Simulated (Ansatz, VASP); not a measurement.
SiO2: VASP beside Ansatz

```
CELL_PARAMETERS angstrom
4.98312 0.00000 0.00000
0.00000 4.98312 0.00000
0.00000 0.00000 6.92243
ATOMIC_POSITIONS crystal
Si 0.80206 0.80206 0.50000
Si 0.69794 0.30206 0.25000
Si 0.19794 0.19794 0.00000
Si 0.30206 0.69794 0.75000
O 0.26169 0.39149 0.81893
O 0.10851 0.76169 0.56893
O 0.73831 0.60851 0.31893
O 0.89149 0.23831 0.06893
O 0.76169 0.10851 0.43107
O 0.60851 0.73831 0.68107
O 0.23831 0.89149 0.93107
O 0.39149 0.26169 0.18107
```

Alike in both runs: functional r2SCAN; k mesh 6 × 6 × 4; occupations fermi-dirac, width 0.02 eV; no spin polarisation.

Ansatz relaxed the structure, and its values are those at the end. VASP's run is a single point on that final structure, the one shown.

|  | VASP | Ansatz |
| --- | --- | --- |
| version | VASP 6.6.1 | Ansatz 0.2.0 |
| potentials or method | VASP PAW PBE potentials, release 64 (Si, O), cutoff 520 eV | PAW plane waves |
| valence electrons in the cell | 64 | 64 |

|  | VASP | Ansatz | Ansatz less VASP |
| --- | --- | --- | --- |
| gap on the k mesh at the Fermi level (eV) | 6.34 | 6.35 | +0.004 |
| pressure (GPa) | 0.1 | 0.0 | -0.15 |
| rms of the force components (eV/Å) | 0.010 | 0.000 | -0.0096 |

VASP's potentials were made for PBE, not for r2SCAN. Ansatz's warnings: stress scf threshold loose.
